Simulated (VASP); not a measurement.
Set up this calculation in VASP 6.6.1, as the native input.

```
Task                   : single point
Functional             : PBEsol
Potentials or basis    : VASP PAW PBE potentials, release 64 (Hg)
Cutoff                 : 520 eV
k mesh                 : 17 × 17 × 17
Occupations            : fermi-dirac, width 0.08 eV
Spin                   : no spin polarisation
Dipole correction      : no
Further INCAR settings : ALGO = Normal; EDIFF = 1e-07; NBANDS = 12
```

The structure of Hg lies in POSCAR:

```
Hg
1.0
   -1.8143908132      1.8143908132      1.8143908132
    1.8143908132     -1.8143908132      1.8143908132
    1.8143908132      1.8143908132     -1.8143908132
Hg
1
Direct
    0.0000000000      0.0000000000      0.0000000000
```

One way to write it, as run:

INCAR

```
PREC = Accurate
ENCUT = 520
EDIFF = 1E-7
ISMEAR = -1
SIGMA = 0.08
LREAL = F
LASPH = T
NELM = 80
ALGO = Normal
ISIF = 2
LWAVE = F
LCHARG = F
GGA = PS
NBANDS = 12
```

KPOINTS

```
Automatic mesh
0
Gamma
  17 17 17
```

Potentials or basis: VASP PAW PBE potentials, release 64 (Hg).

Command:

```bash
$ cat potpaw_PBE.64/Hg/POTCAR > POTCAR
$ mpirun -np 1 vasp_std > vasp.out
```

It gave:

The pressure is 0.4 GPa and the band gap on the k mesh is zero (bands 6 and 7 overlap by 3.67 eV).

Caveat: the PAW data sets were made with another functional, which shifts forces and pressure a little; spin-orbit coupling is left out, which moves the levels of the heavy elements.

It took 10 s on 1 thread of Intel(R) Xeon(R) 6975P-C (Granite Rapids), on a shared host, peak memory 0.17 GiB.
